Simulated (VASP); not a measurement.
Wanted: the native input for a VASP 6.6.1 run.

| Property | Result |
| --- | --- |
| Task | relaxation of the atoms |
| Functional | r2SCAN |
| Potentials or basis | VASP PAW PBE potentials, release 64 (Mg, F) |
| Cutoff | 580 eV |
| k mesh | 6 × 6 × 10 |
| Occupations | fermi-dirac, width 0.02 eV |
| Spin | no spin polarisation |
| Dipole correction | no |
| Further INCAR settings | ALGO = Normal; EDIFF = 1e-07; IBRION = 2; EDIFFG = -0.01; NSW = 50 |

Crystal: MgF2.

```xyz
6
Lattice="4.5634 0.0000 0.0000 0.0000 4.5634 0.0000 0.0000 0.0000 3.0081" Properties=species:S:1:pos:R:3 pbc="T T T"
Mg    0.0000    0.0000    0.0000
Mg    2.2817    2.2817    1.5041
F     1.3825    1.3825    0.0000
F     0.8992    3.6642    1.5041
F     3.1809    3.1809    0.0000
F     3.6642    0.8992    1.5041
```

One way to write it, as run:

POSCAR

```
MgF2
1.0
    4.5634018900      0.0000000000      0.0000000000
    0.0000000000      4.5634018900      0.0000000000
    0.0000000000      0.0000000000      3.0081417300
Mg F
2 4
Direct
    0.0000000000      0.0000000000      0.0000000000
    0.5000000000      0.5000000000      0.5000000000
    0.3029444600      0.3029444600      0.0000000000
    0.1970555400      0.8029444600      0.5000000000
    0.6970555400      0.6970555400      0.0000000000
    0.8029444600      0.1970555400      0.5000000000
```

INCAR.step1

```
ALGO = Normal ; EDIFF = 1E-5
EDIFFG = -0.01 ; ENCUT = 580
GGA = PE ; GGA_COMPAT = F
IBRION = 2 ; ISMEAR = -1
KPAR = 4 ; LASPH = T
LCHARG = F ; LREAL = F
LWAVE = T ; NELM = 120
NELMIN = 4 ; NSW = 100
PREC = Accurate ; SIGMA = 0.02
```

INCAR.step2

```
ALGO = Normal ; EDIFF = 1E-7
EDIFFG = -0.01 ; ENCUT = 580
GGA_COMPAT = F ; IBRION = 2
ISIF = 2 ; ISMEAR = -1
ISTART = 1 ; KPAR = 4
LASPH = T ; LCHARG = F
LMIXTAU = T ; LREAL = F
LWAVE = F ; METAGGA = R2SCAN
NELM = 120 ; NELMIN = 4
NSW = 50 ; PREC = Accurate
SIGMA = 0.02
```

KPOINTS

```
k-points
0
Gamma
  6 6 10
```

Potentials or basis: VASP PAW PBE potentials, release 64 (Mg, F).

Launch:

```bash
$ cat potpaw_PBE.64/Mg/POTCAR potpaw_PBE.64/F/POTCAR > POTCAR
$ cp INCAR.step1 INCAR
$ mpirun -np 4 vasp_std > vasp.out
$ cp INCAR.step2 INCAR
$ mpirun -np 4 vasp_std > vasp.out
```

It gave:

* Energy gained by relaxing: 0.1 meV/atom
* Ionic steps: 3
* Pressure after relaxing: 3.0 GPa
* Band gap on the k mesh: 8.30 eV

Caveat: the PAW data sets were made with another functional, which shifts forces and pressure a little.

Run time: 2.6 min on 4 MPI ranks on AMD EPYC 7R13 Processor (Zen 3), on a shared host, peak memory 0.21 GiB a rank.
